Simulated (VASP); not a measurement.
A run of VASP 6.6.1 is set up as follows.

Contents of INCAR:

```
ALGO = Normal ; EDIFF = 1E-7
ENCUT = 520 ; GGA = PE
ISIF = 2 ; ISMEAR = -1
LASPH = True ; LCHARG = True
LELF = True ; LREAL = False
LVHAR = True ; LWAVE = False
NBANDS = 9 ; NELM = 60
PREC = Accurate ; SIGMA = 0.15
```

Contents of KPOINTS:

```
k-points
0
Gamma
  12 12 7
```

POSCAR

```
Mg
1.0
    3.1437856987      0.0000000000      0.0000000000
   -1.5718928494      2.7225979575      0.0000000000
    0.0000000000      0.0000000000      5.1039375022
Mg
2
Direct
    0.3333333333      0.6666666667      0.2500000000
    0.6666666667      0.3333333333      0.7500000000
```

Potentials or basis: VASP PAW PBE potentials, release 64 (Mg).

Launch:

```console
$ cat potpaw_PBE.64/Mg/POTCAR > POTCAR
$ mpirun -np 1 vasp_std > vasp.out
```

(1) Predict the band gap on the k mesh.

(2) Estimate the pressure.

## Answers

(1) zero (band 2 reaches 3.91 eV, above the bottom of band 3 at 1.66 eV).

(2) 1.9 GPa.
